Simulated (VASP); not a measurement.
La8P3I8 (a cell with a defect), 19 atoms in the cell. The cell holds a defect, 19 atoms: a = 8.545 Å, b = 8.545 Å, c = 10.967 Å, α = 90.00°, β = 90.00°, γ = 120.00°. 

```yaml
Program: VASP 6.6.1
Task: single point
Functional: PBEsol
Potentials_or_basis: VASP PAW PBE potentials, release 64 (I, La, P)
Cutoff: 520 eV
k_mesh: 3 × 3 × 2, shifted
Occupations: gaussian, width 0.05 eV
Spin: no spin polarisation
Dipole_correction: no
Further_INCAR_settings: LREAL = Auto; ALGO = Normal; EDIFF = 1e-06; NBANDS = 94
```

Potentials or basis: VASP PAW PBE potentials, release 64 (I, La, P).

Command:

```bash
$ cat potpaw_PBE.64/I/POTCAR potpaw_PBE.64/La/POTCAR potpaw_PBE.64/P/POTCAR > POTCAR
$ mpirun -np 1 vasp_std > vasp.out
```

Hardware: 1 thread of Intel(R) Xeon(R) Platinum 8259CL CPU @ 2.50GHz (Skylake/Cascade Lake), on a shared host.

Q: Estimate the wall time of this run.

A: Wall time 28 min on 1 thread of Intel(R) Xeon(R) Platinum 8259CL CPU @ 2.50GHz (Skylake/Cascade Lake), on a shared host, peak memory 0.93 GiB. Counts: scf iterations 21, k points 9.
